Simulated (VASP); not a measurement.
# CsCdCl3 (Pm-3m) in VASP: notebook

The runs below take CsCdCl3 through single point, with LDA.

Everything below comes from runs of VASP 6.6.1. Logs are shortened: lines on timing, memory, paths and dates and some standing lists are left out, and cuts for length are marked.

### Step 1. The cell of the first run

Symmetry: Pm-3m, No. 221, cubic system. Conventional cell: a = 4.850 Å, b = 4.850 Å, c = 4.850 Å, α = 90.00°, β = 90.00°, γ = 90.00°. Cs (site symmetry m-3m) has 12 Cl at 3.43 Å and 8 Cd at 4.20 Å within 4.5 Å. Cd (site symmetry m-3m) has 6 Cl at 2.43 Å within 3.2 Å. Within 3.2 Å of Cl (site symmetry 4/mmm) lie 2 Cd at 2.43 Å.

### Step 2. Single point, LDA

INCAR reads:

```
SYSTEM = CsCdCl3
ALGO = Normal ; EDIFF = 1E-6
ENCUT = 500 ; GGA = CA
GGA_COMPAT = .FALSE. ; ISIF = 2
ISMEAR = 0 ; LASPH = .TRUE.
LCHARG = .FALSE. ; LREAL = .FALSE.
LWAVE = .FALSE. ; NBANDS = 29
NELM = 120 ; PREC = Accurate
SIGMA = 0.02
```

KPOINTS reads:

```
k-points
0
G
  6 6 6
  0 0 0
```

POSCAR reads:

```
CsCdCl3
1.0
    4.8502477971      0.0000000000      0.0000000000
    0.0000000000      4.8502477971      0.0000000000
    0.0000000000      0.0000000000      4.8502477971
Cs Cd Cl
1 1 3
Direct
    0.0000000000      0.0000000000      0.0000000000
    0.5000000000      0.5000000000      0.5000000000
    0.0000000000      0.5000000000      0.5000000000
    0.5000000000      0.0000000000      0.5000000000
    0.5000000000      0.5000000000      0.0000000000
```

Potentials or basis: VASP PAW LDA potentials, release 64 (Cs_sv, Cd, Cl).

Launch:

```sh
cat potpaw_LDA.64/Cs_sv/POTCAR potpaw_LDA.64/Cd/POTCAR potpaw_LDA.64/Cl/POTCAR > POTCAR
mpirun -np 1 vasp_std > vasp.out
```

OUTCAR:

```text
SYSTEM = CsCdCl3
   EDIFF = 1E-6
   ENCUT = 500
   GGA = CA
   ISIF = 2
   ISMEAR = 0
   LASPH = .TRUE.
   LREAL = .FALSE.
   NELM = 120
   PREC = Accurate

 ion  position               nearest neighbor table
   1  0.000  0.000  0.000-
   2  0.500  0.500  0.500-   3 2.43   4 2.43   5 2.43   5 2.43   4 2.43   3 2.43
   3  0.000  0.500  0.500-   2 2.43   2 2.43
   4  0.500  0.000  0.500-   2 2.43   2 2.43
   5  0.500  0.500  0.000-   2 2.43   2 2.43

  LATTYP: Found a simple cubic cell.
 ALAT       =     4.8502477971

  Lattice vectors:

 A1 = (   4.8502477971,   0.0000000000,   0.0000000000)
 A2 = (   0.0000000000,   4.8502477971,   0.0000000000)
 A3 = (   0.0000000000,   0.0000000000,   4.8502477971)

Analysis of symmetry for initial positions (statically):
=====================================================================
 Subroutine PRICEL returns:
 Original cell was already a primitive cell.

 Routine SETGRP: Setting up the symmetry group for a
 simple cubic supercell.

 Subroutine GETGRP returns: Found 48 space group operations
 (whereof 48 operations were pure point group operations)
 out of a pool of 48 trial point group operations.

The static configuration has the point symmetry O_h .

Analysis of symmetry for dynamics (positions and initial velocities):
=====================================================================
 Subroutine PRICEL returns:
 Original cell was already a primitive cell.

 Routine SETGRP: Setting up the symmetry group for a
 simple cubic supercell.

 Subroutine GETGRP returns: Found 48 space group operations
 (whereof 48 operations were pure point group operations)
 out of a pool of 48 trial point group operations.

The dynamic configuration has the point symmetry O_h .

 Subroutine INISYM returns: Found 48 space group operations
 (whereof 48 operations are pure point group operations),
 and found     1 'primitive' translations

----------------------------------------------------------------------------------------

                                     Primitive cell

  volume of cell :     114.1016

  direct lattice vectors                    reciprocal lattice vectors
     4.850247797  0.000000000  0.000000000     0.206175033  0.000000000  0.000000000
     0.000000000  4.850247797  0.000000000     0.000000000  0.206175033  0.000000000
     0.000000000  0.000000000  4.850247797     0.000000000  0.000000000  0.206175033

  length of vectors
     4.850247797  4.850247797  4.850247797     0.206175033  0.206175033  0.206175033

  position of ions in fractional coordinates (direct lattice)
     0.000000000  0.000000000  0.000000000
     0.500000000  0.500000000  0.500000000
     0.000000000  0.500000000  0.500000000
     0.500000000  0.000000000  0.500000000
     0.500000000  0.500000000  0.000000000

  ion indices of the primitive-cell ions
   primitive index   ion index
                 1           1
                 2           2
                 3           3
                 4           4
                 5           5

----------------------------------------------------------------------------------------

 KPOINTS: k-points

Automatic generation of k-mesh.
 Grid dimensions read from file:
 generate k-points for:    6    6    6

 Generating k-lattice:

  Cartesian coordinates                     Fractional coordinates (reciprocal lattice)
     0.034362506  0.000000000  0.000000000     0.166666667  0.000000000  0.000000000
     0.000000000  0.034362506  0.000000000     0.000000000  0.166666667  0.000000000
     0.000000000  0.000000000  0.034362506     0.000000000  0.000000000  0.166666667

  Length of vectors
     0.034362506  0.034362506  0.034362506

  Shift w.r.t. Gamma in fractional coordinates (k-lattice)
     0.000000000  0.000000000  0.000000000

 Subroutine IBZKPT returns following result:
 ===========================================

 Found     20 irreducible k-points:

 Following reciprocal coordinates:
            Coordinates               Weight
  0.000000  0.000000  0.000000      1.000000
  0.166667  0.000000  0.000000      6.000000
  0.333333  0.000000  0.000000      6.000000
  0.500000  0.000000  0.000000      3.000000
  0.166667  0.166667  0.000000     12.000000
  0.333333  0.166667  0.000000     24.000000
[... 12 lines left out ...]
  0.500000  0.500000  0.333333      6.000000
  0.500000  0.500000  0.500000      1.000000
   k-points           NKPTS =     20   k-points in BZ     NKDIM =     20   number of bands    NBANDS=     29
   number of dos      NEDOS =    301   number of ions     NIONS =      5
   total plane-waves  NPLWV =  46656
   dimension x,y,z NGX =    36 NGY =   36 NGZ =   36
   dimension x,y,z NGXF=    72 NGYF=   72 NGZF=   72
   ions per type =               1   1   3
   NGX,Y,Z   is equivalent  to a cutoff of  12.34, 12.34, 12.34 a.u.
   NGXF,Y,Z  is equivalent  to a cutoff of  24.68, 24.68, 24.68 a.u.
 SYSTEM =  CsCdCl3
   PREC   = accura    normal or accurate (medium, high low for compatibility)
   ISTART =      0    job   : 0-new  1-cont  2-samecut
   ICHARG =      2    charge: 1-file 2-atom 10-const
   ISPIN  =      1    spin polarized calculation?
   LNONCOLLINEAR =      F non collinear calculations
   LSORBIT =      F    spin-orbit coupling
   LASPH  =      T    aspherical Exc in radial PAW
   ENCUT  =  500.0 eV  36.75 Ry    6.06 a.u.   8.84  8.84  8.84*2*pi/ulx,y,z
   NELM   =    120;   NELMIN=  2; NELMDL= -5     # of ELM steps
   EDIFF  = 0.1E-05   stopping-criterion for ELM
   LREAL  =      F    real-space projection
   EDIFFG = 0.1E-04   stopping-criterion for IOM
   NSW    =      0    number of steps for IOM
   IBRION =     -1    ionic relax: 0-MD 1-quasi-New 2-CG
   NFREE  =      0    steps in history (QN), initial steepest desc. (CG)
   ISIF   =      2    stress and relaxation
   ISYM   =      2    0-nonsym 1-usesym 2-fastsym
   POTIM  = 0.5000    time-step for ionic-motion
   TEBEG  =    0.0;   TEEND  =   0.0 temperature during run
   PSTRESS=    0.0 pullay stress
   NELECT =      42.0000    total number of electrons
   NUPDOWN=      -1.0000    fix difference up-down
   EMIN   =  10.00;   EMAX   =-10.00  energy-range for DOS
   EFERMI =   0.00;   METHOD = LEGACY
   ISMEAR =     0;   SIGMA  =   0.02  broadening in eV -4-tet -1-fermi 0-gaus
   EFERMI_NEDOS =   21; number of points for ismear=-14 and -15
   IALGO  =     38    algorithm
   IMIX   =      4    mixing-type and parameters
     AMIX     =   0.40;   BMIX     =  1.00
     AMIX_MAG =   1.60;   BMIX_MAG =  1.00
  volume/ion in A,a.u.               =      22.82       154.00
  Fermi-wavevector in a.u.,A,eV,Ry     =   1.173259  2.217139 18.728928  1.376537
  Thomas-Fermi vector in A             =   2.309675
   LORBIT       =      0    0 simple, 1 ext, 2 COOP (PROOUT), +10 PAW based schemes
   GGA     = CA    functional components
   LHFCALC =     F    Hartree Fock is set to
   AEXX    =    0.0000 exact exchange contribution
   IVDW    =     0    specifies the selected vdW correction
   LEPSILON=     F    determine dielectric tensor
   LRPA    =     F    only Hartree local field effects (RPA)
 non-spin polarized calculation
 Gauss-broadening in eV      SIGMA  =   0.02
  energy-cutoff  :      500.00
  volume of cell :      114.10
 maximum number of plane-waves:      2945
 NGX is ok and might be reduce to    36
   NGX = 17   NGY = 17   NGZ = 17

 number of electron      41.9999985 magnetization

 Free energy of the ion-electron system (eV)
  ---------------------------------------------------
  ext. energy  EPLUGINS =         0.00000000
  ---------------------------------------------------
  free energy    TOTEN  =       -16.25756185 eV

  energy without entropy =      -16.25756185  energy(sigma->0) =      -16.25756185

 E-fermi :   2.2842     XC(G=0): -10.1035

 val. band max:        2.1722850436   @ k =   0.5000   0.5000   0.5000
 cond. band min:       3.9805425438   @ k =   0.0000   0.0000   0.0000
 fundamental gap:      1.8082575002
 Fermi energy:         2.2841564381

 k-point     1 :       0.0000    0.0000    0.0000
  band No.  band energies     occupation
      1     -17.2881      2.00000
      2     -12.8267      2.00000
      3     -11.9987      2.00000
      4     -11.9987      2.00000
      5      -5.1248      2.00000
      6      -5.1248      2.00000
[... 21 lines left out ...]
     28       8.5717      0.00000
     29      13.1075      0.00000

 k-point     2 :       0.1667    0.0000    0.0000
  band No.  band energies     occupation
      1     -17.2784      2.00000
      2     -12.7872      2.00000
      3     -12.0102      2.00000
      4     -11.9953      2.00000
      5      -5.1767      2.00000
      6      -5.1767      2.00000
[... 21 lines left out ...]
     28       8.9710      0.00000
     29      12.4606      0.00000

 k-point     3 :       0.3333    0.0000    0.0000
  band No.  band energies     occupation
      1     -17.2589      2.00000
      2     -12.7132      2.00000
      3     -12.0213      2.00000
      4     -11.9884      2.00000
      5      -5.7720      2.00000
      6      -5.2593      2.00000
[... 21 lines left out ...]
     28       9.9951      0.00000
     29      11.4636      0.00000

 k-point     4 :       0.5000    0.0000    0.0000
  band No.  band energies     occupation
      1     -17.2491      2.00000
      2     -12.6803      2.00000
      3     -12.0189      2.00000
      4     -11.9850      2.00000
      5      -6.0553      2.00000
      6      -5.2942      2.00000
[... 469 lines left out ...]
     28      10.5432      0.00000
     29      11.2051      0.00000

 k-point    19 :       0.5000    0.5000    0.3333
  band No.  band energies     occupation
      1     -17.2108      2.00000
      2     -12.1046      2.00000
      3     -12.0350      2.00000
      4     -12.0350      2.00000
      5      -6.1773      2.00000
      6      -6.0261      2.00000
[... 21 lines left out ...]
     28      10.5323      0.00000
     29      10.6875      0.00000

 k-point    20 :       0.5000    0.5000    0.5000
  band No.  band energies     occupation
      1     -17.2065      2.00000
      2     -12.0243      2.00000
      3     -12.0243      2.00000
      4     -12.0243      2.00000
      5      -6.1766      2.00000
      6      -6.1766      2.00000
[... 21 lines left out ...]
     28      10.4359      0.00000
     29      11.1223      0.00000

------------------------ aborting loop because EDIFF is reached ----------------------------------------

  FORCE on cell =-STRESS in cart. coord.  units (eV):
  Direction    XX          YY          ZZ          XY          YZ          ZX
  --------------------------------------------------------------------------------------
  -------------------------------------------------------------------------------------
  Total        7.5415507      7.5415507      7.5415507      0.0000000      0.0000000     -0.0000000
  in kB      105.8959758    105.8959758    105.8959758      0.0000000      0.0000000     -0.0000000
  external PRESSURE =     105.8959758 kB  Pullay stress =       0.0000000 kB

 VOLUME and BASIS-vectors are now :
 -----------------------------------------------------------------------------
  energy-cutoff  :      500.00
  volume of cell :      114.10
      direct lattice vectors                 reciprocal lattice vectors
     4.850247797  0.000000000  0.000000000     0.206175033  0.000000000  0.000000000
     0.000000000  4.850247797  0.000000000     0.000000000  0.206175033  0.000000000
     0.000000000  0.000000000  4.850247797     0.000000000  0.000000000  0.206175033

 POSITION                                       TOTAL-FORCE (eV/Angst)
 -----------------------------------------------------------------------------------
      0.00000      0.00000      0.00000         0.000000      0.000000      0.000000
      2.42512      2.42512      2.42512         0.000000      0.000000      0.000000
      0.00000      2.42512      2.42512         0.000000      0.000000      0.000000
      2.42512      0.00000      2.42512         0.000000      0.000000      0.000000
      2.42512      2.42512      0.00000         0.000000      0.000000      0.000000
 -----------------------------------------------------------------------------------
    total drift:                                0.000000      0.000000      0.000000

  FREE ENERGIE OF THE ION-ELECTRON SYSTEM (eV)
  ---------------------------------------------------
  free  energy   TOTEN  =       -16.2575618467 eV

  energy  without entropy=      -16.2575618467  energy(sigma->0) =      -16.25756185
```

Wall time 27 s (1 thread of AMD EPYC 9R45 (Zen 5), shared host); peak memory 0.18 GiB.

What came out:

| Quantity | Value |
| --- | --- |
| Free energy | -16.2576 eV |
| Pressure | 10.6 GPa |
| Band gap on the k mesh | 1.81 eV, indirect (least direct gap 3.05 eV) |

Levels at points of the mesh, in eV from the valence-band top:
```
           k point  band 19  band 20  band 21  band 22  band 23  band 24
(0.00, 0.00, 0.00)    -1.24    -1.24    -1.24     1.81     4.93     4.93
(0.50, 0.00, 0.00)    -1.77    -1.70    -1.70     5.16     6.74     6.77
(0.50, 0.50, 0.00)    -1.89    -1.00    -0.02     7.07     7.07     7.14
(0.50, 0.50, 0.50)    -0.97     0.00     0.00     5.30     5.30     5.30
```

Caveat: spin-orbit coupling is left out, which moves the levels of the heavy elements. A k mesh can miss the band edges.

### Step 3. Single point, LDA

This run uses another cell than the first one, of 24.37 Å³/atom, 1.068 times its volume.

INCAR reads:

```
PREC = Accurate ; ENCUT = 500
EDIFF = 1E-6 ; ISMEAR = 0
SIGMA = 0.02 ; LREAL = False
LASPH = True ; NELM = 120
ALGO = Normal ; ISIF = 2
LWAVE = False ; LCHARG = False
GGA = CA ; NBANDS = 29
GGA_COMPAT = False
```

KPOINTS reads:

```
regular mesh
0
Gamma
  6 6 6
```

POSCAR, as its differences from that of step 2:

```diff
@@ -2,5 +2,5 @@
 1.0
-    4.8502477971      0.0000000000      0.0000000000
-    0.0000000000      4.8502477971      0.0000000000
-    0.0000000000      0.0000000000      4.8502477971
+    4.9579701689      0.0000000000      0.0000000000
+    0.0000000000      4.9579701689      0.0000000000
+    0.0000000000      0.0000000000      4.9579701689
 Cs Cd Cl
```

Potentials or basis: VASP PAW LDA potentials, release 64 (Cs_sv, Cd, Cl).

Launch:

```sh
cat potpaw_LDA.64/Cs_sv/POTCAR potpaw_LDA.64/Cd/POTCAR potpaw_LDA.64/Cl/POTCAR > POTCAR
mpirun -np 1 vasp_std > vasp.out
```

Run time: 27 s. Hardware: 1 thread of AMD EPYC 9R45 (Zen 5), shared host; peak memory 0.18 GiB.

Results (log left out):

* Free energy: -16.6413 eV
* Pressure: 5.3 GPa
* Band gap on the k mesh: 1.74 eV, indirect (least direct gap 2.75 eV)

Levels at points of the mesh, in eV from the valence-band top:
| k point | band 19 | band 20 | band 21 | band 22 | band 23 | band 24 |
| --- | --- | --- | --- | --- | --- | --- |
| (0.00, 0.00, 0.00) | -1.01 | -1.01 | -1.01 | 1.74 | 5.28 | 5.28 |
| (0.50, 0.00, 0.00) | -1.44 | -1.43 | -1.43 | 4.89 | 6.85 | 6.94 |
| (0.50, 0.50, 0.00) | -1.61 | -0.75 | -0.01 | 6.95 | 7.12 | 7.12 |
| (0.50, 0.50, 0.50) | -0.72 | 0.00 | 0.00 | 5.45 | 5.45 | 5.45 |

Caveat: spin-orbit coupling is left out, which moves the levels of the heavy elements. A k mesh can miss the band edges.

(Part 1 of 2 ends here.)
